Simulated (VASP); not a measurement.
# Ge: single point with LDA

Crystal: Ge.

```
Ge
1.0
     4.92890    2.84570    2.12193
    -4.92890    2.84570    2.12193
     0.00000   -5.69140    2.12193
Ge
8
Direct
  0.71604 0.71604 0.71604
  0.28396 0.28396 0.28396
  0.02894 0.72536 0.53229
  0.53229 0.02894 0.72536
  0.72536 0.53229 0.02894
  0.97106 0.27464 0.46771
  0.46771 0.97106 0.27464
  0.27464 0.46771 0.97106
```

```json
{
  "Program": "VASP 6.6.1",
  "Task": "single point",
  "Functional": "LDA",
  "Potentials or basis": "VASP PAW LDA potentials, release 64 (Ge_d)",
  "Cutoff": "520 eV",
  "k mesh": "9 × 9 × 9",
  "Occupations": "gaussian, width 0.15 eV",
  "Spin": "no spin polarisation",
  "Dipole correction": "no",
  "Further INCAR settings": "ALGO = Normal; EDIFF = 1e-06; NBANDS = 66"
}
```

```
Pressure               : -6.0 GPa
Largest force          : 0.694 eV/Å
Band gap on the k mesh : zero (bands 56 and 57 overlap by 0.65 eV)
```

Forces in eV/Å, atoms in the order of the input:
```
Ge   0.000  0.000 -0.694
Ge   0.000  0.000  0.694
Ge   0.168  0.229 -0.169
Ge  -0.283  0.031 -0.169
Ge   0.115 -0.260 -0.169
Ge  -0.168 -0.229  0.169
Ge   0.283 -0.031  0.169
Ge  -0.115  0.260  0.169
```

Stress tensor (GPa, compression positive):
```
 -3.33   0.00   0.00
  0.00  -3.33   0.00
  0.00   0.00 -11.19
```

Levels at points of the mesh, in eV from the Fermi level:
```csv
k point,band 52,band 53,band 54,band 55,band 56,band 57,band 58,band 59,band 60,band 61
"(0.00, 0.00, 0.00)",-3.19,-3.19,-1.10,-1.10,-0.45,1.35,1.65,1.65,3.63,3.63
```

Run time: 15 min on 1 thread of Intel(R) Xeon(R) 6975P-C (Granite Rapids) (shared host), peak memory 0.93 GiB.

Caveat: the stress differs along the axes, from -11 to -3 GPa; semilocal functionals underestimate gaps, and a narrow one can read as zero.
